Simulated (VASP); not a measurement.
# YSe2 (Fm-3m) in VASP: a series of runs

YSe2 is run at these levels: PBE; tasks: single point.

Program: VASP 6.6.1. These are calculated values, not measurements. Logs are shortened: lines on timing, memory, paths and dates and some standing lists are left out, and cuts for length are marked.

## 1. The cell of the first run

Symmetry: Fm-3m, No. 225, cubic system. The conventional cell has a = 6.859 Å, b = 6.859 Å, c = 6.859 Å, α = 90.00°, β = 90.00°, γ = 90.00°. Within 3.9 Å of Y (site symmetry m-3m) lie 8 Se at 2.97 Å. Within 3.9 Å of Se (site symmetry -43m) lie 4 Y at 2.97 Å and 6 Se at 3.43 Å.

## 2. Single point, PBE (26.89 Å³/atom)

File INCAR:

```
SYSTEM = YSe2
PREC     = Accurate       ! precision mode
ENCUT    = 520            ! plane-wave cutoff, eV
EDIFF    = 1E-6           ! SCF threshold, eV
ISMEAR   = 0              ! smearing method
SIGMA    = 0.05           ! smearing width, eV
LREAL    = .FALSE.        ! projectors in reciprocal space
LASPH    = .TRUE.         ! aspherical terms in the spheres
NELM     = 100            ! most SCF steps
ALGO     = Normal         ! electronic algorithm
ISIF     = 2              ! what is computed and relaxed
LWAVE    = .FALSE.        ! write WAVECAR
LCHARG   = .FALSE.        ! write CHGCAR
GGA      = PE             ! functional
NBANDS   = 18             ! bands
```

File KPOINTS:

```
Automatic mesh
0
G
  8 8 8
  0 0 0
```

File POSCAR:

```
YSe2
1.0
    0.0000000000      3.4294106005      3.4294106005
    3.4294106005      0.0000000000      3.4294106005
    3.4294106005      3.4294106005      0.0000000000
Y Se
1 2
Direct
    0.0000000000      0.0000000000      0.0000000000
    0.2500000000      0.2500000000      0.2500000000
    0.7500000000      0.7500000000      0.7500000000
```

Potentials or basis: VASP PAW PBE potentials, release 64 (Y_sv, Se).

Launch:

```bash
$ cat potpaw_PBE.64/Y_sv/POTCAR potpaw_PBE.64/Se/POTCAR > POTCAR
$ mpirun -np 1 vasp_std > vasp.out
```

OUTCAR:

```text
SYSTEM = YSe2
   PREC = Accurate
   ENCUT = 520
   EDIFF = 1E-6
   ISMEAR = 0
   LREAL = .FALSE.
   LASPH = .TRUE.
   NELM = 100
   ISIF = 2
   GGA = PE

 ion  position               nearest neighbor table
   1  0.000  0.000  0.000-   3 2.97   3 2.97   3 2.97   2 2.97   3 2.97   2 2.97   2 2.97   2 2.97

   2  0.250  0.250  0.250-   1 2.97   1 2.97   1 2.97   1 2.97
   3  0.750  0.750  0.750-   1 2.97   1 2.97   1 2.97   1 2.97

  LATTYP: Found a face centered cubic cell.
 ALAT       =     6.8588212010

  Lattice vectors:

 A1 = (   0.0000000000,   3.4294106005,   3.4294106005)
 A2 = (   3.4294106005,   0.0000000000,   3.4294106005)
 A3 = (   3.4294106005,   3.4294106005,   0.0000000000)

Analysis of symmetry for initial positions (statically):
=====================================================================
 Subroutine PRICEL returns:
 Original cell was already a primitive cell.

 Routine SETGRP: Setting up the symmetry group for a
 face centered cubic supercell.

 Subroutine GETGRP returns: Found 48 space group operations
 (whereof 48 operations were pure point group operations)
 out of a pool of 48 trial point group operations.

The static configuration has the point symmetry O_h .

Analysis of symmetry for dynamics (positions and initial velocities):
=====================================================================
 Subroutine PRICEL returns:
 Original cell was already a primitive cell.

 Routine SETGRP: Setting up the symmetry group for a
 face centered cubic supercell.

 Subroutine GETGRP returns: Found 48 space group operations
 (whereof 48 operations were pure point group operations)
 out of a pool of 48 trial point group operations.

The dynamic configuration has the point symmetry O_h .

 Subroutine INISYM returns: Found 48 space group operations
 (whereof 48 operations are pure point group operations),
 and found     1 'primitive' translations

----------------------------------------------------------------------------------------

                                     Primitive cell

  volume of cell :      80.6656

  direct lattice vectors                    reciprocal lattice vectors
     0.000000000  3.429410600  3.429410600    -0.145797648  0.145797648  0.145797648
     3.429410600  0.000000000  3.429410600     0.145797648 -0.145797648  0.145797648
     3.429410600  3.429410600  0.000000000     0.145797648  0.145797648 -0.145797648

  length of vectors
     4.849918982  4.849918982  4.849918982     0.252528934  0.252528934  0.252528934

  position of ions in fractional coordinates (direct lattice)
     0.000000000  0.000000000  0.000000000
     0.250000000  0.250000000  0.250000000
     0.750000000  0.750000000  0.750000000

  ion indices of the primitive-cell ions
   primitive index   ion index
                 1           1
                 2           2
                 3           3

----------------------------------------------------------------------------------------

 KPOINTS: Automatic mesh

Automatic generation of k-mesh.
 Grid dimensions read from file:
 generate k-points for:    8    8    8

 Generating k-lattice:

  Cartesian coordinates                     Fractional coordinates (reciprocal lattice)
    -0.018224706  0.018224706  0.018224706     0.125000000  0.000000000  0.000000000
     0.018224706 -0.018224706  0.018224706     0.000000000  0.125000000  0.000000000
     0.018224706  0.018224706 -0.018224706     0.000000000  0.000000000  0.125000000

  Length of vectors
     0.031566117  0.031566117  0.031566117

  Shift w.r.t. Gamma in fractional coordinates (k-lattice)
     0.000000000  0.000000000  0.000000000

 Subroutine IBZKPT returns following result:
 ===========================================

 Found     29 irreducible k-points:

 Following reciprocal coordinates:
            Coordinates               Weight
  0.000000  0.000000  0.000000      1.000000
  0.125000  0.000000  0.000000      8.000000
  0.250000  0.000000  0.000000      8.000000
  0.375000  0.000000  0.000000      8.000000
  0.500000  0.000000  0.000000      4.000000
  0.125000  0.125000  0.000000      6.000000
[... 16 lines left out ...]
  0.500000  0.250000  0.125000     48.000000
 -0.375000  0.250000  0.125000     24.000000
 [... further k-points ...]
   k-points           NKPTS =     29   k-points in BZ     NKDIM =     29   number of bands    NBANDS=     18
   number of dos      NEDOS =    301   number of ions     NIONS =      3
   total plane-waves  NPLWV =  46656
   dimension x,y,z NGX =    36 NGY =   36 NGZ =   36
   dimension x,y,z NGXF=    72 NGYF=   72 NGZF=   72
   ions per type =               1   2
   NGX,Y,Z   is equivalent  to a cutoff of  12.34, 12.34, 12.34 a.u.
   NGXF,Y,Z  is equivalent  to a cutoff of  24.68, 24.68, 24.68 a.u.
 SYSTEM =  YSe2
   PREC   = accura    normal or accurate (medium, high low for compatibility)
   ISTART =      0    job   : 0-new  1-cont  2-samecut
   ICHARG =      2    charge: 1-file 2-atom 10-const
   ISPIN  =      1    spin polarized calculation?
   LNONCOLLINEAR =      F non collinear calculations
   LSORBIT =      F    spin-orbit coupling
   LASPH  =      T    aspherical Exc in radial PAW
   ENCUT  =  520.0 eV  38.22 Ry    6.18 a.u.   9.02  9.02  9.02*2*pi/ulx,y,z
   NELM   =    100;   NELMIN=  2; NELMDL= -5     # of ELM steps
   EDIFF  = 0.1E-05   stopping-criterion for ELM
   LREAL  =      F    real-space projection
   EDIFFG = 0.1E-04   stopping-criterion for IOM
   NSW    =      0    number of steps for IOM
   IBRION =     -1    ionic relax: 0-MD 1-quasi-New 2-CG
   NFREE  =      0    steps in history (QN), initial steepest desc. (CG)
   ISIF   =      2    stress and relaxation
   ISYM   =      2    0-nonsym 1-usesym 2-fastsym
   POTIM  = 0.5000    time-step for ionic-motion
   TEBEG  =    0.0;   TEEND  =   0.0 temperature during run
   PSTRESS=    0.0 pullay stress
   NELECT =      23.0000    total number of electrons
   NUPDOWN=      -1.0000    fix difference up-down
   EMIN   =  10.00;   EMAX   =-10.00  energy-range for DOS
   EFERMI =   0.00;   METHOD = LEGACY
   ISMEAR =     0;   SIGMA  =   0.05  broadening in eV -4-tet -1-fermi 0-gaus
   EFERMI_NEDOS =   21; number of points for ismear=-14 and -15
   IALGO  =     38    algorithm
   IMIX   =      4    mixing-type and parameters
     AMIX     =   0.40;   BMIX     =  1.00
     AMIX_MAG =   1.60;   BMIX_MAG =  1.00
  volume/ion in A,a.u.               =      26.89       181.45
  Fermi-wavevector in a.u.,A,eV,Ry     =   1.077510  2.036199 15.796741  1.161028
  Thomas-Fermi vector in A             =   2.213424
   LORBIT       =      0    0 simple, 1 ext, 2 COOP (PROOUT), +10 PAW based schemes
   GGA     = PE    functional components
   LHFCALC =     F    Hartree Fock is set to
   AEXX    =    0.0000 exact exchange contribution
   IVDW    =     0    specifies the selected vdW correction
   LEPSILON=     F    determine dielectric tensor
   LRPA    =     F    only Hartree local field effects (RPA)
 non-spin polarized calculation
 Gauss-broadening in eV      SIGMA  =   0.05
  energy-cutoff  :      520.00
  volume of cell :       80.67
 maximum number of plane-waves:      2200
   NGX = 17   NGY = 17   NGZ = 17

 number of electron      23.0000003 magnetization

 Free energy of the ion-electron system (eV)
  ---------------------------------------------------
  ext. energy  EPLUGINS =         0.00000000
  ---------------------------------------------------
  free energy    TOTEN  =       -17.46134739 eV

  energy without entropy =      -17.46075911  energy(sigma->0) =      -17.46105325

 E-fermi :   2.6694     XC(G=0):  -9.2777

 val. band max:        2.5755580666   @ k =  -0.2500   0.1250   0.0000
 cond. band min:       2.6948646846   @ k =   0.3750   0.3750   0.0000
 fundamental gap:      0.1193066180
 Fermi energy:         2.6693630723

 k-point     1 :       0.0000    0.0000    0.0000
  band No.  band energies     occupation
      1     -39.6286      2.00000
      2     -19.5933      2.00000
      3     -19.5933      2.00000
      4     -19.5933      2.00000
      5     -10.2304      2.00000
      6      -8.1094      2.00000
[... 10 lines left out ...]
     17       8.5856      0.00000
     18       8.5856      0.00000

 k-point     2 :       0.1250    0.0000    0.0000
  band No.  band energies     occupation
      1     -39.6284      2.00000
      2     -19.6018      2.00000
      3     -19.5943      2.00000
      4     -19.5943      2.00000
      5     -10.1372      2.00000
      6      -8.2152      2.00000
[... 10 lines left out ...]
     17       8.3116      0.00000
     18       8.3116      0.00000

 k-point     3 :       0.2500    0.0000    0.0000
  band No.  band energies     occupation
      1     -39.6279      2.00000
      2     -19.6221      2.00000
      3     -19.5967      2.00000
      4     -19.5967      2.00000
      5      -9.8860      2.00000
      6      -8.4763      2.00000
[... 10 lines left out ...]
     17       8.2354      0.00000
     18       9.0342      0.00000

 k-point     4 :       0.3750    0.0000    0.0000
  band No.  band energies     occupation
      1     -39.6273      2.00000
      2     -19.6422      2.00000
      3     -19.5991      2.00000
      4     -19.5991      2.00000
      5      -9.5536      2.00000
      6      -8.7916      2.00000
[... 375 lines left out ...]
      4     -19.5996      2.00000
      5      -9.6922      2.00000
      6      -8.6290      2.00000
[... 10 lines left out ...]
     17       8.4606      0.00000
     18       9.3115      0.00000

 k-point    23 :       0.5000    0.2500    0.1250
  band No.  band energies     occupation
      1     -39.6271      2.00000
      2     -19.6386      2.00000
      3     -19.6132      2.00000
      4     -19.6022      2.00000
      5      -9.4114      2.00000
      6      -8.8594      2.00000
[... 10 lines left out ...]
     17       8.1622      0.00000
     18       9.6681      0.00000

 k-point    24 :      -0.3750    0.2500    0.1250
  band No.  band energies     occupation
      1     -39.6269      2.00000
      2     -19.6425      2.00000
      3     -19.6162      2.00000
      4     -19.6035      2.00000
      5      -9.1935      2.00000
      6      -9.0504      2.00000
[... 10 lines left out ...]
     17       8.1138      0.00000
     18       9.8590      0.00000

 [... further k-points ...]
[... 5 lines left out ...]
  --------------------------------------------------------------------------------------
  -------------------------------------------------------------------------------------
  Total        0.0109152      0.0109152      0.0109152      0.0000000      0.0000000     -0.0000000
  in kB        0.2167966      0.2167966      0.2167966      0.0000000      0.0000000     -0.0000000
  external PRESSURE =       0.2167966 kB  Pullay stress =       0.0000000 kB

 VOLUME and BASIS-vectors are now :
 -----------------------------------------------------------------------------
  energy-cutoff  :      520.00
  volume of cell :       80.67
      direct lattice vectors                 reciprocal lattice vectors
     0.000000000  3.429410600  3.429410600    -0.145797648  0.145797648  0.145797648
     3.429410600  0.000000000  3.429410600     0.145797648 -0.145797648  0.145797648
     3.429410600  3.429410600  0.000000000     0.145797648  0.145797648 -0.145797648

 POSITION                                       TOTAL-FORCE (eV/Angst)
 -----------------------------------------------------------------------------------
      0.00000      0.00000      0.00000        -0.000000      0.000000     -0.000000
      1.71471      1.71471      1.71471        -0.000000     -0.000000     -0.000000
      5.14412      5.14412      5.14412         0.000000      0.000000      0.000000
 -----------------------------------------------------------------------------------
    total drift:                                0.000000      0.000000      0.000000

  FREE ENERGIE OF THE ION-ELECTRON SYSTEM (eV)
  ---------------------------------------------------
  free  energy   TOTEN  =       -17.4613473865 eV

  energy  without entropy=      -17.4607591121  energy(sigma->0) =      -17.46105325
```

It took 18 s on 1 thread of Intel Xeon 6975P-C (Granite Rapids), shared host; peak memory 0.23 GiB.

What came out:

| Quantity | Value |
| --- | --- |
| Free energy | -17.4613 eV |
| Pressure | 0.0 GPa |
| Band gap on the k mesh | zero (an odd number of electrons rules out a gap without spin polarisation) |

## 3. Single point, PBE

File INCAR:

```
PREC = Accurate
ENCUT = 520
EDIFF = 1E-7
ISMEAR = 0
SIGMA = 0.05
LREAL = False
LASPH = True
NELM = 100
ALGO = Normal
ISIF = 2
LWAVE = False
LCHARG = True
GGA = PE
LELF = True
LVHAR = True
NBANDS = 18
```

File KPOINTS:

```
regular mesh
0
Gamma
  8 8 8
```

POSCAR is that of step 2.

Potentials or basis: VASP PAW PBE potentials, release 64 (Y_sv, Se).

Launch:

```bash
$ cat potpaw_PBE.64/Y_sv/POTCAR potpaw_PBE.64/Se/POTCAR > POTCAR
$ mpirun -np 1 vasp_std > vasp.out
```

OUTCAR:

```text
PREC = Accurate
   ENCUT = 520
   EDIFF = 1E-7
   ISMEAR = 0
   LREAL = False
   LASPH = True
   NELM = 100
   ISIF = 2
   GGA = PE

 ion  position               nearest neighbor table
   1  0.000  0.000  0.000-   3 2.97   3 2.97   3 2.97   2 2.97   3 2.97   2 2.97   2 2.97   2 2.97

   2  0.250  0.250  0.250-   1 2.97   1 2.97   1 2.97   1 2.97
   3  0.750  0.750  0.750-   1 2.97   1 2.97   1 2.97   1 2.97

  LATTYP: Found a face centered cubic cell.
 ALAT       =     6.8588212010

  Lattice vectors:

 A1 = (   0.0000000000,   3.4294106005,   3.4294106005)
 A2 = (   3.4294106005,   0.0000000000,   3.4294106005)
 A3 = (   3.4294106005,   3.4294106005,   0.0000000000)

Analysis of symmetry for initial positions (statically):
=====================================================================
 Subroutine PRICEL returns:
 Original cell was already a primitive cell.

 Routine SETGRP: Setting up the symmetry group for a
 face centered cubic supercell.

 Subroutine GETGRP returns: Found 48 space group operations
 (whereof 48 operations were pure point group operations)
 out of a pool of 48 trial point group operations.

[... 158 lines left out ...]
  ext. energy  EPLUGINS =         0.00000000
  ---------------------------------------------------
  free energy    TOTEN  =       -17.46134740 eV

  energy without entropy =      -17.46075914  energy(sigma->0) =      -17.46105327

 E-fermi :   2.6695     XC(G=0):  -9.2776

 val. band max:        2.5756881432   @ k =  -0.2500   0.1250   0.0000
 cond. band min:       2.6949977463   @ k =   0.3750   0.3750   0.0000
 fundamental gap:      0.1193096031
 Fermi energy:         2.6694947401

 k-point     1 :       0.0000    0.0000    0.0000
  band No.  band energies     occupation
      1     -39.6289      2.00000
      2     -19.5936      2.00000
      3     -19.5936      2.00000
      4     -19.5936      2.00000
      5     -10.2303      2.00000
      6      -8.1092      2.00000
[... 481 lines left out ...]
      5      -9.1933      2.00000
      6      -9.0502      2.00000
[... 10 lines left out ...]
     17       8.1137      0.00000
     18       9.8513      0.00000

 [... further k-points ...]
[... 5 lines left out ...]
  --------------------------------------------------------------------------------------
  -------------------------------------------------------------------------------------
  Total        0.0107935      0.0107935      0.0107935      0.0000000     -0.0000000      0.0000000
  in kB        0.2143801      0.2143801      0.2143801      0.0000000     -0.0000000      0.0000000
  external PRESSURE =       0.2143801 kB  Pullay stress =       0.0000000 kB

 VOLUME and BASIS-vectors are now :
 -----------------------------------------------------------------------------
  energy-cutoff  :      520.00
  volume of cell :       80.67
      direct lattice vectors                 reciprocal lattice vectors
     0.000000000  3.429410600  3.429410600    -0.145797648  0.145797648  0.145797648
     3.429410600  0.000000000  3.429410600     0.145797648 -0.145797648  0.145797648
     3.429410600  3.429410600  0.000000000     0.145797648  0.145797648 -0.145797648

 POSITION                                       TOTAL-FORCE (eV/Angst)
 -----------------------------------------------------------------------------------
      0.00000      0.00000      0.00000         0.000000     -0.000000     -0.000000
      1.71471      1.71471      1.71471         0.000000      0.000000      0.000000
      5.14412      5.14412      5.14412        -0.000000     -0.000000     -0.000000
 -----------------------------------------------------------------------------------
    total drift:                               -0.000000      0.000000      0.000000

  FREE ENERGIE OF THE ION-ELECTRON SYSTEM (eV)
  ---------------------------------------------------
  free  energy   TOTEN  =       -17.4613473980 eV

  energy  without entropy=      -17.4607591425  energy(sigma->0) =      -17.46105327
```

stdout:

```text
POSCAR found type information on POSCAR Y Se
 POSCAR found :  2 types and       3 ions
 scaLAPACK will be used
 LDA part: xc-table for (Slater+PW92), standard interpolation
 POSCAR, INCAR and KPOINTS ok, starting setup
 FFT: planning ... GRIDC
 FFT: planning ... GRID_SOFT
 FFT: planning ... GRID
 WAVECAR not read
 entering main loop
```

Wall time 20 s (1 thread of Intel Xeon 6975P-C (Granite Rapids), shared host); peak memory 0.23 GiB.

What came out:

| Item | Value |
| --- | --- |
| Free energy | -17.4613 eV |
| Pressure | 0.0 GPa |
| Band gap on the k mesh | zero (an odd number of electrons rules out a gap without spin polarisation) |

Levels at points of the mesh, in eV from the Fermi level:
| k point | band 8 | band 9 | band 10 | band 11 | band 12 | band 13 | band 14 | band 15 |
| --- | --- | --- | --- | --- | --- | --- | --- | --- |
| (0.00, 0.00, 0.00) | -3.28 | -3.28 | 0.17 | 0.17 | 0.17 | 2.37 | 2.37 | 4.41 |
| (0.50, 0.00, 0.00) | -2.50 | -2.17 | -1.77 | -1.41 | -1.41 | 2.88 | 2.88 | 4.02 |
| (0.50, 0.50, 0.00) | -2.91 | -2.91 | -0.33 | -0.33 | 1.11 | 2.08 | 3.46 | 3.99 |
